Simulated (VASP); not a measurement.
# ZnS (Cm) in VASP: a series of runs

Runs on ZnS. Level: r2SCAN. Tasks: single point.

Program: VASP 6.6.1. These are calculated values, not measurements. Logs are shortened: lines on timing, memory, paths and dates and some standing lists are left out, and cuts for length are marked.

### Step 1. The cell of the first run

It takes space group Cm (No. 8, monoclinic). The conventional cell has a = 6.597 Å, b = 3.809 Å, c = 12.515 Å, α = 90.00°, β = 95.04°, γ = 90.00°. Zn (site symmetry m) has 4 S at 2.33 Å within 3.1 Å. Within 3.1 Å of Zn (site symmetry m) lie 4 S at 2.33 Å. Within 3.1 Å of Zn (site symmetry m) lie 4 S at 2.33 to 2.58 Å. Zn (site symmetry m) has 4 S at 2.33 to 2.34 Å within 3.1 Å. S (site symmetry m) has 4 Zn at 2.33 Å within 3.1 Å. Within 3.1 Å of S (site symmetry m) lie 4 Zn at 2.33 Å. Within 3.1 Å of S (site symmetry m) lie 4 Zn at 2.33 to 2.58 Å. Within 3.1 Å of S (site symmetry m) lie 4 Zn at 2.33 to 2.34 Å.

### Step 2. Single point, r2SCAN (the part above a cut slid along it)

POSCAR reads:

```
ZnS
1.0
   -3.8087369231      0.0000000000      0.0000000000
   -1.9043684615     -3.2984629317      0.0000000000
   -4.7607307170     -2.7486091610     12.4664651483
Zn S
4 4
Direct
    0.4531348816      0.4531348816      0.6562643926
   -0.1302151184     -0.1302151184      0.1562643926
   -0.4218203069     -0.4218203069      0.9062206171
    0.3281630264      0.3281630264      0.4062206171
   -0.7027936737      0.2972063263      0.8433861439
   -0.2861436737     -0.2861436737      0.3433861439
    0.2552290856      0.2552290856      0.0937288464
    0.1719124190      0.1719124190      0.5937288464
```

INCAR.step1 reads:

```
PREC     = Accurate       # precision mode
ENCUT    = 520            # plane-wave cutoff, eV
ISMEAR   = 0              # smearing method
SIGMA    = 0.05           # smearing width, eV
LREAL    = F              # projectors in reciprocal space
LASPH    = T              # aspherical terms in the spheres
NELM     = 60             # most SCF steps
NBANDS   = 46             # bands
GGA      = PE             # functional
ALGO     = Normal         # electronic algorithm
EDIFF    = 1E-4           # SCF threshold, eV
LWAVE    = T              # write WAVECAR
LCHARG   = F              # write CHGCAR
```

INCAR.step2 reads:

```
PREC     = Accurate       # precision mode
ENCUT    = 520            # plane-wave cutoff, eV
EDIFF    = 1E-6           # SCF threshold, eV
ISMEAR   = 0              # smearing method
SIGMA    = 0.05           # smearing width, eV
LREAL    = F              # projectors in reciprocal space
LASPH    = T              # aspherical terms in the spheres
NELM     = 60             # most SCF steps
ALGO     = Normal         # electronic algorithm
ISIF     = 2              # what is computed and relaxed
LWAVE    = F              # write WAVECAR
LCHARG   = F              # write CHGCAR
METAGGA  = R2SCAN         # meta-GGA
LMIXTAU  = T            
NBANDS   = 46             # bands
ISTART   = 1
```

KPOINTS reads:

```
Automatic mesh
0
Gamma
  7 7 2
```

Potentials or basis: VASP PAW PBE potentials, release 64 (Zn, S).

Run with:

```sh
> cat potpaw_PBE.64/Zn/POTCAR potpaw_PBE.64/S/POTCAR > POTCAR
> cp INCAR.step1 INCAR
> mpirun -np 1 vasp_std > vasp.out
> cp INCAR.step2 INCAR
> mpirun -np 1 vasp_std > vasp.out
```

OUTCAR:

```text
PREC = Accurate
   ENCUT = 520
   EDIFF = 1E-6
   ISMEAR = 0
   LREAL = F
   LASPH = T
   NELM = 60
   ISIF = 2
   METAGGA = R2SCAN
   ISTART = 1

 ion  position               nearest neighbor table
   1  0.453  0.453  0.656-   5 2.33   8 2.33   8 2.33   8 2.33
   2  0.870  0.870  0.156-   6 2.33   7 2.33   7 2.33   7 2.33
   3  0.578  0.578  0.906-   5 2.33   5 2.33   5 2.33   7 2.58
   4  0.328  0.328  0.406-   6 2.33   6 2.33   6 2.33   8 2.34
   5  0.297  0.297  0.843-   1 2.33   3 2.33   3 2.33   3 2.33
   6  0.714  0.714  0.343-   2 2.33   4 2.33   4 2.33   4 2.33
   7  0.255  0.255  0.094-   2 2.33   2 2.33   2 2.33   3 2.58
   8  0.172  0.172  0.594-   1 2.33   1 2.33   1 2.33   4 2.34

  LATTYP: Found a base centered monoclinic cell.
 ALAT       =     6.5969258634
 B/A-ratio  =     0.5773502692
 C/A-ratio  =     1.8970768820
 COS(beta)  =    -0.0878720317

  Lattice vectors:

 A1 = (  -3.8087369231,   0.0000000000,   0.0000000000)
 A2 = (  -1.9043684615,  -3.2984629317,   0.0000000000)
 A3 = (   0.9523746676,   0.5498537707,  12.4664651483)

Analysis of symmetry for initial positions (statically):
=====================================================================
 Subroutine PRICEL returns:
 Original cell was already a primitive cell.

 Routine SETGRP: Setting up the symmetry group for a
 base centered monoclinic supercell.

 Subroutine GETGRP returns: Found  2 space group operations
 (whereof  2 operations were pure point group operations)
 out of a pool of  4 trial point group operations.

The static configuration has the point symmetry C_1h.

Analysis of symmetry for dynamics (positions and initial velocities):
=====================================================================
 Subroutine PRICEL returns:
 Original cell was already a primitive cell.

 Routine SETGRP: Setting up the symmetry group for a
 base centered monoclinic supercell.

 Subroutine GETGRP returns: Found  2 space group operations
 (whereof  2 operations were pure point group operations)
 out of a pool of  4 trial point group operations.

The dynamic configuration has the point symmetry C_1h.

 Subroutine INISYM returns: Found  2 space group operations
 (whereof  2 operations are pure point group operations),
 and found     1 'primitive' translations

----------------------------------------------------------------------------------------

                                     Primitive cell

[... 108 lines left out ...]
   ISIF   =      2    stress and relaxation
   ISYM   =      2    0-nonsym 1-usesym 2-fastsym
   POTIM  = 0.5000    time-step for ionic-motion
   TEBEG  =    0.0;   TEEND  =   0.0 temperature during run
   PSTRESS=    0.0 pullay stress
   NELECT =      72.0000    total number of electrons
   NUPDOWN=      -1.0000    fix difference up-down
   EMIN   =  10.00;   EMAX   =-10.00  energy-range for DOS
   EFERMI =   0.00;   METHOD = LEGACY
   ISMEAR =     0;   SIGMA  =   0.05  broadening in eV -4-tet -1-fermi 0-gaus
   EFERMI_NEDOS =   21; number of points for ismear=-14 and -15
   IALGO  =     38    algorithm
   IMIX   =      4    mixing-type and parameters
     AMIX     =   0.40;   BMIX     =  1.00
     AMIX_MAG =   1.60;   BMIX_MAG =  1.00
  volume/ion in A,a.u.               =      19.58       132.11
  Fermi-wavevector in a.u.,A,eV,Ry     =   1.263495  2.387660 21.720624  1.596421
  Thomas-Fermi vector in A             =   2.396849
   LORBIT       =      0    0 simple, 1 ext, 2 COOP (PROOUT), +10 PAW based schemes
   METAGGA = R2SCAN    functional components
   LHFCALC =     F    Hartree Fock is set to
   AEXX    =    0.0000 exact exchange contribution
   IVDW    =     0    specifies the selected vdW correction
   LEPSILON=     F    determine dielectric tensor
   LRPA    =     F    only Hartree local field effects (RPA)
 non-spin polarized calculation
 Gauss-broadening in eV      SIGMA  =   0.05
  energy-cutoff  :      520.00
  volume of cell :      156.62
 maximum number of plane-waves:      4239
   NGX = 15   NGY = 15   NGZ = 51

 number of electron      72.0000014 magnetization

 Free energy of the ion-electron system (eV)
  ---------------------------------------------------
  ext. energy  EPLUGINS =         0.00000000
  ---------------------------------------------------
  free energy    TOTEN  =       -74.99637462 eV

  energy without entropy =      -74.99637462  energy(sigma->0) =      -74.99637462

 E-fermi :   2.3855     XC(G=0): -10.3337

 val. band max:        2.1263264569   @ k =   0.0000   0.0000   0.0000
 cond. band min:       4.4183260119   @ k =   0.0000   0.0000   0.0000
 fundamental gap:      2.2919995550
 Fermi energy:         2.3855498917

 k-point     1 :       0.0000    0.0000    0.0000
  band No.  band energies     occupation
      1     -11.8600      2.00000
      2     -11.4258      2.00000
      3     -11.2431      2.00000
      4     -10.7361      2.00000
      5      -4.8303      2.00000
      6      -4.8162      2.00000
[... 1165 lines left out ...]
     45       9.2695      0.00000
     46      10.2951      0.00000

 [... further k-points ...]

------------------------ aborting loop because EDIFF is reached ----------------------------------------

  FORCE on cell =-STRESS in cart. coord.  units (eV):
  Direction    XX          YY          ZZ          XY          YZ          ZX
  --------------------------------------------------------------------------------------
  -------------------------------------------------------------------------------------
  Total       -0.5276828     -0.7499676      0.2443308      0.1925043     -1.2825468     -2.2215487
  in kB       -5.3981829     -7.6721517      2.4994985      1.9693147    -13.1204251    -22.7263927
  external PRESSURE =      -3.5236120 kB  Pullay stress =       0.0000000 kB

 VOLUME and BASIS-vectors are now :
 -----------------------------------------------------------------------------
  energy-cutoff  :      520.00
  volume of cell :      156.62
      direct lattice vectors                 reciprocal lattice vectors
    -3.808736923  0.000000000  0.000000000    -0.262554233  0.151585757 -0.066843326
    -1.904368462 -3.298462932  0.000000000     0.000000000 -0.303171514 -0.066843326
    -4.760730717 -2.748609161 12.466465148     0.000000000  0.000000000  0.080215200

 POSITION                                       TOTAL-FORCE (eV/Angst)
 -----------------------------------------------------------------------------------
     -5.71311     -3.29846      8.18130         0.049719      0.028705     -0.096396
     -5.71311     -3.29846      1.94806         0.141021      0.081419      0.086336
     -7.61747     -4.39795     11.29737         0.326147      0.188301      0.272001
     -3.80874     -2.19898      5.06414         0.012809      0.007395     -0.107941
     -5.71311     -3.29846     10.51404         0.310796      0.179438     -0.054593
     -5.71311     -3.29846      4.28081        -0.060207     -0.034761      0.119469
     -1.90437     -1.09949      1.16847        -0.799667     -0.461688     -0.303053
     -3.80874     -2.19898      7.40170         0.019382      0.011190      0.084177
 -----------------------------------------------------------------------------------
    total drift:                                0.004779      0.002759      0.011751

  FREE ENERGIE OF THE ION-ELECTRON SYSTEM (eV)
  ---------------------------------------------------
  free  energy   TOTEN  =       -74.9963746233 eV

  energy  without entropy=      -74.9963746233  energy(sigma->0) =      -74.99637462
```

OUTCAR.step1:

```text
PREC = Accurate
   ENCUT = 520
   ISMEAR = 0
   LREAL = F
[... 1423 lines left out ...]
     -5.71311     -3.29846     10.51404         0.284023      0.163981     -0.019150
     -5.71311     -3.29846      4.28081        -0.060095     -0.034696      0.115965
     -1.90437     -1.09949      1.16847        -0.749088     -0.432486     -0.364838
     -3.80874     -2.19898      7.40170         0.019522      0.011271      0.080855
 -----------------------------------------------------------------------------------
    total drift:                               -0.000317     -0.000183      0.000582

  FREE ENERGIE OF THE ION-ELECTRON SYSTEM (eV)
  ---------------------------------------------------
  free  energy   TOTEN  =       -26.9422637574 eV

  energy  without entropy=      -26.9422637574  energy(sigma->0) =      -26.94226376
```

It took 14 min on 1 thread of Oxide Virtual Turin-like, shared host; peak memory 0.38 GiB.

What came out:

```
Free energy            : -74.9964 eV
Pressure               : -0.4 GPa
Largest force          : 0.972 eV/Å
Band gap on the k mesh : 2.29 eV
```

Forces on the atoms (eV/Å):
```
Zn   0.050  0.029 -0.096
Zn   0.141  0.081  0.086
Zn   0.326  0.188  0.272
Zn   0.013  0.007 -0.108
S    0.311  0.179 -0.055
S   -0.060 -0.035  0.119
S   -0.800 -0.462 -0.303
S    0.019  0.011  0.084
```

Stress tensor (GPa, compression positive):
```
-0.54  0.20 -2.27
 0.20 -0.77 -1.31
-2.27 -1.31  0.25
```

Caveat: the cell differs from its parent crystal (the part above a cut slid along it); the PAW data sets were made with another functional, which shifts forces and pressure a little.

(Part 1 of 2 ends here.)
